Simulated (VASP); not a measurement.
Input of a VASP 6.6.1 run:

The input INCAR:

```
ALGO = Normal
EDIFF = 1E-7
ENCUT = 520
GGA = PE
ISIF = 2
ISMEAR = 0
LASPH = T
LCHARG = F
LREAL = F
LWAVE = F
NBANDS = 41
NELM = 100
PREC = Accurate
SIGMA = 0.02
```

Contents of KPOINTS:

```
k-points
0
Gamma
  12 12 2
```

File POSCAR:

```
MgZn3Se3S
1.0
    4.0492073083      0.0000000000      0.0000000000
   -2.0246036541      3.5067163942      0.0000000000
    0.0000000000      0.0000000000     13.2359229413
Mg Zn Se S
1 3 3 1
Direct
    0.6666666667      0.3333333333      0.2405216042
    0.6666666667      0.3333333333      0.7523976847
    0.3333333333      0.6666666667      0.0042736978
    0.3333333333      0.6666666667      0.5017056040
    0.3333333333      0.6666666667      0.6898170172
    0.6666666667      0.3333333333      0.9406790118
    0.6666666667      0.3333333333      0.4379842694
    0.3333333333      0.6666666667      0.1826211111
```

Potentials or basis: VASP PAW PBE potentials, release 64 (Mg, Zn, Se, S).

Command:

```console
$ cat potpaw_PBE.64/Mg/POTCAR potpaw_PBE.64/Zn/POTCAR potpaw_PBE.64/Se/POTCAR potpaw_PBE.64/S/POTCAR > POTCAR
$ mpirun -np 1 vasp_std > vasp.out
```

**Question.** Predict the pressure.

**Answer.** 0.1 GPa.

**Question.** What does it give for the band gap on the k mesh?

**Answer.** 1.50 eV, direct.

Forces in eV/Å, atoms in the order of the input:
```
Mg   0.000  0.000 -0.003
Zn   0.000  0.000 -0.001
Zn   0.000  0.000  0.005
Zn   0.000  0.000 -0.003
Se   0.000  0.000  0.001
Se   0.000  0.000  0.000
Se   0.000  0.000 -0.021
S    0.000  0.000  0.022
```

PBE gaps usually lie below the measured ones, often by a third to a half.
